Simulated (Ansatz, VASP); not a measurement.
**Two plane-wave programs on Ta2N**

```
Ta N
1.0
     3.11286    0.00000    0.00000
    -1.55643    2.69582    0.00000
     0.00000    0.00000    4.86984
Ta N
2 1
Direct
  0.66667 0.33333 0.74529
  0.33333 0.66667 0.25471
  0.00000 0.00000 0.00000
```

Alike in both runs: task relaxation of cell and atoms; functional PBE; k mesh 18 × 18 × 10; occupations gaussian, width 0.1 eV; no spin polarisation.

```csv
,VASP,Ansatz
version,VASP 6.6.1,Ansatz 0.2.0
potentials or method,"VASP PAW PBE potentials, release 64 (Ta_pv, N), cutoff 600 eV","scalar-relativistic, plane waves, PAW"
valence electrons in the cell,27,31
```

|  | VASP | Ansatz | Ansatz less VASP |
| --- | --- | --- | --- |
| gap on the k mesh at the Fermi level, each at its own relaxed structure (eV) | none | none | - |
| relaxed volume (Å³/atom) | 13.57 | 13.55 | -0.015 |
| relaxed cell length with the largest relative difference (Å) | 4.887 | 4.882 | -0.0050 |

A gap of «none» marks a metal or a gap that the smearing closes. VASP's potentials hold 27 valence electrons a cell and Ansatz's 31, so a difference there can come from the potentials and not from the codes.

Neither program's run includes spin-orbit coupling.
